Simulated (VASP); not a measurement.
# HfB2 (P6/mmm) in VASP: further runs

HfB2 is run at these levels: PBE, PBEsol, LDA, r2SCAN; tasks: relaxation of cell and atoms, relaxation of the atoms.

All numbers are computed with VASP 6.6.1; they aren't measurements. Logs are shortened: lines on timing, memory, paths and dates and some standing lists are left out, and cuts for length are marked.

## (1) The cell of the first run

Symmetry: P6/mmm, No. 191, hexagonal system. The conventional cell has a = 3.140 Å, b = 3.140 Å, c = 3.480 Å, α = 90.00°, β = 90.00°, γ = 120.00°. Within 3.3 Å of Hf (site symmetry 6/mmm) lie 12 B at 2.51 Å and 6 Hf at 3.14 Å. Within 2.4 Å of B (site symmetry -6m2) lie 3 B at 1.81 Å.

## (2) Relaxation of cell and atoms, PBE

INCAR

```
SYSTEM = HfB2
ALGO     = Normal         ! electronic algorithm
EDIFF    = 1E-6           ! SCF threshold, eV
EDIFFG   = -0.01          ! ionic threshold
ENCUT    = 600            ! plane-wave cutoff, eV
GGA      = PE             ! functional
IBRION   = 2              ! ionic algorithm
ISIF     = 3              ! what is computed and relaxed
ISMEAR   = -1             ! smearing method
LASPH    = .TRUE.         ! aspherical terms in the spheres
LCHARG   = .FALSE.        ! write CHGCAR
LREAL    = .FALSE.        ! projectors in reciprocal space
LWAVE    = .FALSE.        ! write WAVECAR
NELM     = 60             ! most SCF steps
NSW      = 80             ! ionic steps
PREC     = Accurate       ! precision mode
SIGMA    = 0.1            ! smearing width, eV
```

KPOINTS

```
k-points
0
G
  12 12 9
  0 0 0
```

POSCAR

```
HfB2
1.0
    3.1400000000      0.0000000000      0.0000000000
   -1.5700000000      2.7193197700      0.0000000000
    0.0000000000      0.0000000000      3.4800000000
Hf B
1 2
Direct
    0.0000000000      0.0000000000      0.0000000000
    0.3333333300      0.6666666700      0.5000000000
    0.6666666700      0.3333333300      0.5000000000
```

Potentials or basis: VASP PAW PBE potentials, release 64 (Hf_pv, B).

Launch:

```
cat potpaw_PBE.64/Hf_pv/POTCAR potpaw_PBE.64/B/POTCAR > POTCAR
mpirun -np 1 vasp_std > vasp.out
```

OUTCAR:

```text
SYSTEM = HfB2
   EDIFF = 1E-6
   EDIFFG = -0.01
   ENCUT = 600
   GGA = PE
   IBRION = 2
   ISIF = 3
   ISMEAR = -1
   LASPH = .TRUE.
   LREAL = .FALSE.
   NELM = 60
   NSW = 80
   PREC = Accurate

 ion  position               nearest neighbor table
   1  0.000  0.000  0.000-   2 2.51   3 2.51   2 2.51   3 2.51   3 2.51   3 2.51   2 2.51   2 2.51
                             3 2.51   3 2.51   2 2.51   2 2.51
   2  0.333  0.667  0.500-   3 1.81   3 1.81   3 1.81   1 2.51   1 2.51   1 2.51   1 2.51   1 2.51
                             1 2.51
   3  0.667  0.333  0.500-   2 1.81   2 1.81   2 1.81   1 2.51   1 2.51   1 2.51   1 2.51   1 2.51
                             1 2.51

  LATTYP: Found a hexagonal cell.
 ALAT       =     3.1400000000
 C/A-ratio  =     1.1082802548

  Lattice vectors:

 A1 = (   3.1400000000,   0.0000000000,   0.0000000000)
 A2 = (  -1.5700000000,   2.7193197700,   0.0000000000)
 A3 = (   0.0000000000,   0.0000000000,   3.4800000000)

Analysis of symmetry for initial positions (statically):
=====================================================================
 Subroutine PRICEL returns:
 Original cell was already a primitive cell.

 Routine SETGRP: Setting up the symmetry group for a
 hexagonal supercell.

 Subroutine GETGRP returns: Found 24 space group operations
 (whereof 24 operations were pure point group operations)
 out of a pool of 24 trial point group operations.

The static configuration has the point symmetry D_6h.

Analysis of symmetry for dynamics (positions and initial velocities):
=====================================================================
 Subroutine PRICEL returns:
 Original cell was already a primitive cell.

 Routine SETGRP: Setting up the symmetry group for a
 hexagonal supercell.

 Subroutine GETGRP returns: Found 24 space group operations
 (whereof 24 operations were pure point group operations)
 out of a pool of 24 trial point group operations.

The dynamic configuration has the point symmetry D_6h.

 Subroutine INISYM returns: Found 24 space group operations
 (whereof 24 operations are pure point group operations),
 and found     1 'primitive' translations

----------------------------------------------------------------------------------------

                                     Primitive cell

  volume of cell :      29.7146

  direct lattice vectors                    reciprocal lattice vectors
     3.140000000  0.000000000  0.000000000     0.318471338  0.183869512  0.000000000
    -1.570000000  2.719319770  0.000000000     0.000000000  0.367739025  0.000000000
     0.000000000  0.000000000  3.480000000     0.000000000  0.000000000  0.287356322

  length of vectors
     3.140000000  3.140000002  3.480000000     0.367739025  0.367739025  0.287356322

  position of ions in fractional coordinates (direct lattice)
     0.000000000  0.000000000  0.000000000
     0.333333330  0.666666670  0.500000000
     0.666666670  0.333333330  0.500000000

  ion indices of the primitive-cell ions
   primitive index   ion index
                 1           1
                 2           2
                 3           3

----------------------------------------------------------------------------------------

 KPOINTS: k-points

Automatic generation of k-mesh.
 Grid dimensions read from file:
 generate k-points for:   12   12    9

 Generating k-lattice:

  Cartesian coordinates                     Fractional coordinates (reciprocal lattice)
     0.026539278  0.015322459  0.000000000     0.083333333 -0.000000000  0.000000000
     0.000000000  0.030644919  0.000000000     0.000000000  0.083333333  0.000000000
     0.000000000  0.000000000  0.031928480     0.000000000  0.000000000  0.111111111

  Length of vectors
     0.030644919  0.030644919  0.031928480

  Shift w.r.t. Gamma in fractional coordinates (k-lattice)
     0.000000000  0.000000000  0.000000000

 Subroutine IBZKPT returns following result:
 ===========================================

 Found     95 irreducible k-points:

 Following reciprocal coordinates:
            Coordinates               Weight
  0.000000  0.000000  0.000000      1.000000
  0.083333  0.000000  0.000000      6.000000
  0.166667 -0.000000  0.000000      6.000000
  0.250000  0.000000  0.000000      6.000000
  0.333333 -0.000000  0.000000      6.000000
  0.416667  0.000000  0.000000      6.000000
[... 16 lines left out ...]
  0.250000  0.000000  0.111111     12.000000
  0.333333 -0.000000  0.111111     12.000000
 [... further k-points ...]
   k-points           NKPTS =     95   k-points in BZ     NKDIM =     95   number of bands    NBANDS=     12
   number of dos      NEDOS =    301   number of ions     NIONS =      3
   total plane-waves  NPLWV =  21952
   dimension x,y,z NGX =    28 NGY =   28 NGZ =   28
   dimension x,y,z NGXF=    56 NGYF=   56 NGZF=   56
   ions per type =               1   2
   NGX,Y,Z   is equivalent  to a cutoff of  14.82, 14.82, 13.38 a.u.
   NGXF,Y,Z  is equivalent  to a cutoff of  29.65, 29.65, 26.75 a.u.
 SYSTEM =  HfB2
   PREC   = accura    normal or accurate (medium, high low for compatibility)
   ISTART =      0    job   : 0-new  1-cont  2-samecut
   ICHARG =      2    charge: 1-file 2-atom 10-const
   ISPIN  =      1    spin polarized calculation?
   LNONCOLLINEAR =      F non collinear calculations
   LSORBIT =      F    spin-orbit coupling
   LASPH  =      T    aspherical Exc in radial PAW
   ENCUT  =  600.0 eV  44.10 Ry    6.64 a.u.   6.27  6.27  6.95*2*pi/ulx,y,z
   NELM   =     60;   NELMIN=  2; NELMDL= -5     # of ELM steps
   EDIFF  = 0.1E-05   stopping-criterion for ELM
   LREAL  =      F    real-space projection
   EDIFFG = -.1E-01   stopping-criterion for IOM
   NSW    =     80    number of steps for IOM
   IBRION =      2    ionic relax: 0-MD 1-quasi-New 2-CG
   NFREE  =      1    steps in history (QN), initial steepest desc. (CG)
   ISIF   =      3    stress and relaxation
   ISYM   =      2    0-nonsym 1-usesym 2-fastsym
   POTIM  = 0.5000    time-step for ionic-motion
   TEBEG  =    0.0;   TEEND  =   0.0 temperature during run
   PSTRESS=    0.0 pullay stress
   NELECT =      16.0000    total number of electrons
   NUPDOWN=      -1.0000    fix difference up-down
   EMIN   =  10.00;   EMAX   =-10.00  energy-range for DOS
   EFERMI =   0.00;   METHOD = LEGACY
   ISMEAR =    -1;   SIGMA  =   0.10  broadening in eV -4-tet -1-fermi 0-gaus
   EFERMI_NEDOS =   21; number of points for ismear=-14 and -15
   IALGO  =     38    algorithm
   IMIX   =      4    mixing-type and parameters
     AMIX     =   0.40;   BMIX     =  1.00
     AMIX_MAG =   1.60;   BMIX_MAG =  1.00
  volume/ion in A,a.u.               =       9.90        66.84
  Fermi-wavevector in a.u.,A,eV,Ry     =   1.331860  2.516850 24.134693  1.773850
  Thomas-Fermi vector in A             =   2.460838
   LORBIT       =      0    0 simple, 1 ext, 2 COOP (PROOUT), +10 PAW based schemes
   GGA     = PE    functional components
   LHFCALC =     F    Hartree Fock is set to
   AEXX    =    0.0000 exact exchange contribution
   IVDW    =     0    specifies the selected vdW correction
   LEPSILON=     F    determine dielectric tensor
   LRPA    =     F    only Hartree local field effects (RPA)
 conjugate gradient relaxation of ions
 non-spin polarized calculation
  energy-cutoff  :      600.00
  volume of cell :       29.71
 maximum number of plane-waves:      1016
 NGX is ok and might be reduce to    28
   NGX = 13   NGY = 13   NGZ = 13

--------------------------------------- Ionic step        1  -------------------------------------------

 number of electron      15.9999999 magnetization

 Free energy of the ion-electron system (eV)
  ---------------------------------------------------
  ext. energy  EPLUGINS =         0.00000000
  ---------------------------------------------------
  free energy    TOTEN  =       -26.40947975 eV

  energy without entropy =      -26.40199292  energy(sigma->0) =      -26.40573634

------------------------ aborting loop because EDIFF is reached ----------------------------------------

  FORCE on cell =-STRESS in cart. coord.  units (eV):
  Direction    XX          YY          ZZ          XY          YZ          ZX
  --------------------------------------------------------------------------------------
  -------------------------------------------------------------------------------------
  Total        0.1530418      0.1530418      0.2332681      0.0000000      0.0000000      0.0000000
  in kB        8.2518550      8.2518550     12.5775710      0.0000000      0.0000000      0.0000000
  external PRESSURE =       9.6937603 kB  Pullay stress =       0.0000000 kB
[... 207 lines left out ...]
  energy  without entropy=      -26.4023263069  energy(sigma->0) =      -26.40608516

--------------------------------------- Ionic step        7  -------------------------------------------

 number of electron      15.9999999 magnetization

 Free energy of the ion-electron system (eV)
  ---------------------------------------------------
  ext. energy  EPLUGINS =         0.00000000
  ---------------------------------------------------
  free energy    TOTEN  =       -26.40986265 eV

  energy without entropy =      -26.40234980  energy(sigma->0) =      -26.40610623

 E-fermi :   7.7059     XC(G=0): -12.5774

 val. band max:        7.6117394996   @ k =   0.0833   0.0833   0.3333
 cond. band min:       7.7520079626   @ k =   0.1667   0.1667   0.1111
 fundamental gap:      0.1402684630
 Fermi energy:         7.7059243675

 k-point     1 :       0.0000    0.0000    0.0000
  band No.  band energies     occupation
      1     -23.0136      2.00000
      2     -22.5189      2.00000
      3     -22.5189      2.00000
      4      -6.0924      2.00000
      5       4.6366      2.00000
      6       4.7607      2.00000
      7       4.7607      2.00000
      8       4.8434      2.00000
      9      11.6440      0.00000
     10      11.6440      0.00000
     11      12.2631      0.00000
     12      12.2631      0.00000
[... 331 lines left out ...]
 k-point    24 :       0.3333   -0.0000    0.1111
  band No.  band energies     occupation
      1     -23.0878      2.00000
      2     -22.9435      2.00000
      3     -22.6474      2.00000
      4      -3.8519      2.00000
      5       0.7065      2.00000
      6       3.7218      2.00000
      7       4.2309      2.00000
      8       5.2473      2.00000
      9       9.7901      0.00000
     10      10.6745      0.00000
     11      11.1510      0.00000
     12      12.5948      0.00000

 [... further k-points ...]

------------------------ aborting loop because EDIFF is reached ----------------------------------------

  FORCE on cell =-STRESS in cart. coord.  units (eV):
  Direction    XX          YY          ZZ          XY          YZ          ZX
  --------------------------------------------------------------------------------------
  -------------------------------------------------------------------------------------
  Total       -0.0044852     -0.0044852     -0.0074922      0.0000000     -0.0000000     -0.0000000
  in kB       -0.2408643     -0.2408643     -0.4023466      0.0000000     -0.0000000     -0.0000000
  external PRESSURE =      -0.2946917 kB  Pullay stress =       0.0000000 kB
[... 18 lines left out ...]
  FREE ENERGIE OF THE ION-ELECTRON SYSTEM (eV)
  ---------------------------------------------------
  free  energy   TOTEN  =       -26.4098626545 eV

  energy  without entropy=      -26.4023498032  energy(sigma->0) =      -26.40610623

 reached required accuracy - stopping structural energy minimisation
```

It took 4.7 min on 1 thread of AMD EPYC 7R43 (Zen 3), shared host; peak memory 0.16 GiB.

What came out:

- Free energy: -26.4099 eV
- Relaxed volume: 9.94 Å³/atom
- Relaxed cell: a = 3.143 Å, b = 3.143 Å, c = 3.488 Å, α = 90.00°, β = 90.00°, γ = 120.00°
- Space group after relaxing (to 0.05 Å): P6/mmm (No. 191)
- Energy gained by relaxing: 0.1 meV/atom
- Ionic steps: 7
- Pressure after relaxing: 0.0 GPa
- Band gap on the k mesh: zero (band 8 reaches 8.45 eV, above the bottom of band 9 at 7.06 eV)

The path:
| step | energy change (eV) | largest force (eV/Å) | pressure (GPa) | volume (Å³) |
| --- | --- | --- | --- | --- |
| 1 | 0.0000 | 0.0000 | 0.97 | 29.71 |
| 2 | 0.0002 | 0.0000 | -1.21 | 29.97 |
| 3 | -0.0004 | 0.0000 | -0.03 | 29.83 |
| 4 | -0.0004 | 0.0000 | -0.02 | 29.83 |
| 5 | -0.0002 | 0.0000 | -0.63 | 29.90 |
| 6 | -0.0004 | 0.0000 | -0.06 | 29.84 |
| 7 | -0.0004 | 0.0000 | -0.03 | 29.83 |

Final structure:
```
Hf B
1.0
     3.14261    0.00000    0.00000
    -1.57130    2.72158    0.00000
     0.00000    0.00000    3.48827
Hf B
1 2
Direct
  0.00000 0.00000 0.00000
  0.33333 0.66667 0.50000
  0.66667 0.33333 0.50000
```

Levels at points of the mesh, in eV from the Fermi level:
| k point | band 6 | band 7 | band 8 | band 9 | band 10 | band 11 |
| --- | --- | --- | --- | --- | --- | --- |
| (0.00, 0.00, 0.00) | -2.95 | -2.95 | -2.86 | 3.94 | 3.94 | 4.56 |
| (0.50, 0.00, 0.00) | -4.19 | -3.50 | -2.92 | 2.03 | 2.64 | 5.47 |

Caveat: spin-orbit coupling is left out, which moves the levels of the heavy elements.

## (3) Relaxation of cell and atoms, PBEsol

INCAR

```
PREC = Accurate ; ENCUT = 600
EDIFF = 1E-7 ; ISMEAR = -1
SIGMA = 0.1 ; LREAL = False
LASPH = True ; NELM = 60
ALGO = Normal ; ISIF = 3
LWAVE = False ; LCHARG = False
GGA = PS ; IBRION = 2
NSW = 80 ; EDIFFG = -0.01
```

KPOINTS

```
Automatic mesh
0
Gamma
  12 12 9
```

POSCAR is that of step 2.

Potentials or basis: VASP PAW PBE potentials, release 64 (Hf_pv, B).

Launch:

```
cat potpaw_PBE.64/Hf_pv/POTCAR potpaw_PBE.64/B/POTCAR > POTCAR
mpirun -np 1 vasp_std > vasp.out
```

It took 4.3 min on 1 thread of AMD EPYC 7R43 (Zen 3), shared host; peak memory 0.16 GiB.

Results (log left out):

```
Free energy                            : -27.8744 eV
Relaxed volume                         : 9.73 Å³/atom
Relaxed cell                           : a = 3.125 Å, b = 3.125 Å, c = 3.450 Å, α = 90.00°, β = 90.00°, γ = 120.00°
Space group after relaxing (to 0.05 Å) : P6/mmm (No. 191)
Energy gained by relaxing              : 2.6 meV/atom
Ionic steps                            : 5
Pressure after relaxing                : 0.1 GPa
Band gap on the k mesh                 : zero (band 8 reaches 8.44 eV, above the bottom of band 9 at 7.13 eV)
```

The path:
| step | energy change (eV) | largest force (eV/Å) | pressure (GPa) | volume (Å³) |
| --- | --- | --- | --- | --- |
| 1 | 0.0000 | 0.0000 | -4.49 | 29.71 |
| 2 | 0.0050 | 0.0000 | 6.33 | 28.54 |
| 3 | -0.0075 | 0.0000 | 0.04 | 29.19 |
| 4 | -0.0075 | 0.0000 | 0.13 | 29.18 |
| 5 | -0.0077 | 0.0000 | 0.09 | 29.18 |

Final structure:
```xyz
3
Lattice="3.1254 0.0000 0.0000 -1.5627 2.7067 0.0000 0.0000 0.0000 3.4496" Properties=species:S:1:pos:R:3 pbc="T T T"
Hf    0.0000    0.0000    0.0000
B     0.0000    1.8045    1.7248
B     1.5627    0.9022    1.7248
```

Levels at points of the mesh, in eV from the Fermi level:
```tsv
k point	band 5	band 6	band 7	band 8	band 9	band 10	band 11	band 12
(0.00, 0.00, 0.00)	-3.12	-3.01	-3.01	-2.76	4.03	4.03	4.75	4.75
(0.50, 0.00, 0.00)	-9.06	-4.22	-3.49	-3.01	2.15	2.71	5.68	5.76
```

Caveat: the PAW data sets were made with another functional, which shifts forces and pressure a little; spin-orbit coupling is left out, which moves the levels of the heavy elements.

## (4) Relaxation of cell and atoms, LDA

INCAR

```
PREC     = Accurate       # precision mode
ENCUT    = 600            # plane-wave cutoff, eV
EDIFF    = 1E-6           # SCF threshold, eV
ISMEAR   = -1             # smearing method
SIGMA    = 0.1            # smearing width, eV
LREAL    = F              # projectors in reciprocal space
LASPH    = T              # aspherical terms in the spheres
NELM     = 100            # most SCF steps
ALGO     = Normal         # electronic algorithm
ISIF     = 3              # what is computed and relaxed
LWAVE    = F              # write WAVECAR
LCHARG   = F              # write CHGCAR
IBRION   = 2              # ionic algorithm
NSW      = 80             # ionic steps
EDIFFG   = -0.01          # ionic threshold
```

KPOINTS is that of step 3.

POSCAR is that of step 3.

Potentials or basis: VASP PAW LDA potentials, release 64 (Hf_pv, B).

Launch:

```
cat potpaw_LDA.64/Hf_pv/POTCAR potpaw_LDA.64/B/POTCAR > POTCAR
mpirun -np 1 vasp_std > vasp.out
```

Run time: 2.3 min. Hardware: 1 thread of AMD EPYC 7R43 (Zen 3), shared host; peak memory 0.15 GiB.

The run converged. Its results:

* Free energy: -28.9628 eV
* Relaxed volume: 9.53 Å³/atom
* Relaxed cell: a = 3.103 Å, b = 3.103 Å, c = 3.430 Å, α = 90.00°, β = 90.00°, γ = 120.00°
* Space group after relaxing (to 0.05 Å): P6/mmm (No. 191)
* Energy gained by relaxing: 11.5 meV/atom
* Ionic steps: 5
* Pressure after relaxing: 0.1 GPa
* Band gap on the k mesh: zero (band 8 reaches 8.74 eV, above the bottom of band 9 at 7.39 eV)

Step by step:
| step | energy change (eV) | largest force (eV/Å) | pressure (GPa) | volume (Å³) |
| --- | --- | --- | --- | --- |
| 1 | 0.0000 | 0.0000 | -9.74 | 29.71 |
| 2 | 0.0315 | 0.0000 | 15.53 | 27.20 |
| 3 | -0.0345 | 0.0000 | -0.12 | 28.63 |
| 4 | -0.0345 | 0.0000 | 0.05 | 28.61 |
| 5 | -0.0346 | 0.0000 | 0.07 | 28.60 |

Final structure:
```yaml
crystal:
  lattice:
    - [3.10316, 0.00000, 0.00000]
    - [-1.55158, 2.68742, 0.00000]
    - [0.00000, 0.00000, 3.42984]
  atoms:
    - { symbol: Hf, position: [0.00000, 0.00000, 0.00000] }
    - { symbol: B, position: [0.33333, 0.66667, 0.50000] }
    - { symbol: B, position: [0.66667, 0.33333, 0.50000] }
```

Levels at points of the mesh, in eV from the Fermi level:
```
           k point  band 4  band 5  band 6  band 7  band 8  band 9  band 10  band 11  band 12
(0.00, 0.00, 0.00)  -13.82   -3.14   -3.03   -3.03   -2.70    4.08     4.08     4.78     4.78
(0.50, 0.00, 0.00)   -9.90   -8.91   -4.28   -3.48   -3.03    2.20     2.74     5.81     5.85
```

Caveat: spin-orbit coupling is left out, which moves the levels of the heavy elements. Zero-point motion and thermal expansion aren't in these numbers.

(Continued in part 2 of 2.)
